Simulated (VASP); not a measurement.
The system is LuAg3.

```
CELL_PARAMETERS angstrom
0.00000 3.50000 3.50000
3.50000 0.00000 3.50000
3.50000 3.50000 0.00000
ATOMIC_POSITIONS crystal
Lu 0.00000 0.00000 0.00000
Ag 0.50000 0.50000 0.50000
Ag 0.25000 0.25000 0.25000
Ag 0.75000 0.75000 0.75000
```

- Program: VASP 6.6.1
- Task: relaxation of cell and atoms
- Functional: PBEsol
- Potentials or basis: VASP PAW PBE potentials, release 64 (Lu, Ag)
- Cutoff: 600 eV
- k mesh: 6 × 6 × 6
- Occupations: fermi-dirac, width 0.1 eV
- Spin: no spin polarisation

At the start: pressure -9.1 GPa; volume 21.44 Å³/atom.

Where does the relaxation end?

Over 3 steps the energy falls by 83.6 meV/atom and the volume is 18.86 Å³/atom (-12.0 %); space group Fm-3m (No. 225, to 0.1 Å) before and after.

The path:
```tsv
step	energy change (eV)	largest force (eV/Å)	pressure (GPa)	volume (Å³)
1	0.0000	0.0000	-9.10	85.75
2	-0.2651	0.0000	5.89	71.50
3	-0.3343	0.0000	0.07	75.43
```

Final structure:
```
Lu Ag
1.0
     0.00000    3.35352    3.35352
     3.35352    0.00000    3.35352
     3.35352    3.35352    0.00000
Lu Ag
1 3
Direct
  0.00000 0.00000 0.00000
  0.50000 0.50000 0.50000
  0.25000 0.25000 0.25000
  0.75000 0.75000 0.75000
```

Caveat: the PAW data sets were made with another functional, which shifts forces and pressure a little.
